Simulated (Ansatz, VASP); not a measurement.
# SiC: VASP beside Ansatz

POSCAR

```
SiC
1.0
    0.0000000000      2.1780523450      2.1780523450
    2.1780523450      0.0000000000      2.1780523450
    2.1780523450      2.1780523450      0.0000000000
Si C
1 1
Direct
    0.0000000000      0.0000000000      0.0000000000
    0.2500000000      0.2500000000      0.2500000000
```

INCAR.step1

```
SYSTEM = SiC
PREC = Accurate
ENCUT = 520
ISMEAR = 0
SIGMA = 0.01
LREAL = .False.
LASPH = .True.
NELM = 60
NBANDS = 11
GGA = PE
ALGO = Normal
EDIFF = 1E-4
LWAVE = .True.
LCHARG = .False.
```

INCAR.step2

```
SYSTEM = SiC
PREC = Accurate
ENCUT = 520
EDIFF = 1E-6
ISMEAR = 0
SIGMA = 0.01
LREAL = .False.
LASPH = .True.
NELM = 60
ALGO = Normal
ISIF = 2
LWAVE = .False.
LCHARG = .False.
METAGGA = R2SCAN
LMIXTAU = .True.
NBANDS = 11
ISTART = 1
```

The input KPOINTS:

```
Automatic mesh
0
Gamma
  8 8 8
  0 0 0
```

Input for Ansatz:

```yaml
crystal:
  lattice:
    - [0.0, 2.178052345, 2.178052345]
    - [2.178052345, 0.0, 2.178052345]
    - [2.178052345, 2.178052345, 0.0]
  atoms:
    - { symbol: Si, position: [0.0, 0.0, 0.0] }
    - { symbol: C, position: [0.25, 0.25, 0.25] }
kpoints:
  mp_grid: { grid: [8, 8, 8] }
hamiltonian:
  xc: r2scan
scf:
  occupations: { method: fixed }
  n_extra_bands: 4
output:
  forces: true
  stress: true
  eigenvalues: true
```

Alike in both runs: task single point; functional r2SCAN; k mesh 8 × 8 × 8; no spin polarisation.

```csv
,VASP,Ansatz
version,VASP 6.6.1,Ansatz 0.2.0
potentials or method,"VASP PAW PBE potentials, release 64 (Si, C)","plane waves, PAW"
plane-wave cutoff (eV),520,500
occupations,"gaussian, width 0.01 eV",fixed
valence electrons in the cell,8,8
```

|  | VASP | Ansatz | Ansatz less VASP |
| --- | --- | --- | --- |
| gap on the k mesh at the Fermi level (eV) | 1.72 | 1.71 | -0.011 |
| pressure (GPa) | -0.1 | 0.0 | +0.18 |

VASP's potentials were made for PBE, not for r2SCAN.
